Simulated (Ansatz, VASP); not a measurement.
Na in VASP and in Ansatz

```
Na
1.0
    -2.11477    2.11477    2.11477
     2.11477   -2.11477    2.11477
     2.11477    2.11477   -2.11477
Na
1
Direct
  0.00000 0.00000 0.00000
```

Change from the starting cell: volume scaled by 1.025, PAW files.

Alike in both runs: task electric field gradients; functional PBE; k mesh 13 × 13 × 13; occupations fermi-dirac, width 0.08 eV; no spin polarisation.

|  | VASP | Ansatz |
| --- | --- | --- |
| version | VASP 6.6.1 | Ansatz 0.2.0 |
| potentials or method | VASP PAW PBE potentials, release 64 (Na_pv) | PAW with Ansatz's default frozen-core files, scalar-relativistic |
| plane-wave cutoff (eV) | 520 | 420 |
| valence electrons in the cell | 7 | 9 |

```tsv
	VASP	Ansatz	Ansatz less VASP
pressure (GPa)	-0.2	-0.2	0.00
```

With one functional, cell and mesh, what is left measures potentials, basis and numerics. VASP's potentials hold 7 valence electrons a cell and Ansatz's 9, so a difference there can come from the potentials and not from the codes.
